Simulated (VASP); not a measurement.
Ru, 1 atom in the cell. Symmetry: Fm-3m, No. 225, cubic system. The conventional cell has a = 3.811 Å, b = 3.811 Å, c = 3.811 Å, α = 90.00°, β = 90.00°, γ = 90.00°. Ru (site symmetry m-3m) has 12 Ru at 2.70 Å within 3.6 Å. 

| Property | Result |
| --- | --- |
| Program | VASP 6.6.1 |
| Task | vibrations by perturbation theory |
| Functional | PBE |
| Potentials or basis | VASP PAW PBE potentials, release 64 (Ru_pv) |
| Cutoff | 520 eV |
| k mesh | 4 × 4 × 4 |
| Occupations | fermi-dirac, width 0.1 eV |
| Spin | no spin polarisation |
| Dipole correction | no |
| Further INCAR settings | ALGO = Normal; EDIFF = 1e-08; NBANDS = 13; IBRION = 8; NSW = 1 |

Potentials or basis: VASP PAW PBE potentials, release 64 (Ru_pv).

Command:

```console
$ cat potpaw_PBE.64/Ru_pv/POTCAR > POTCAR
$ mpirun -np 1 vasp_std > vasp.out
```

Hardware: 1 thread of Intel(R) Xeon(R) 6975P-C (Granite Rapids), on a shared host.

Question: Estimate the wall time of this run.

Answer: Wall time 8.8 s on 1 thread of Intel(R) Xeon(R) 6975P-C (Granite Rapids) (shared host), peak memory 0.12 GiB. Counts: scf iterations 29, k points 8.
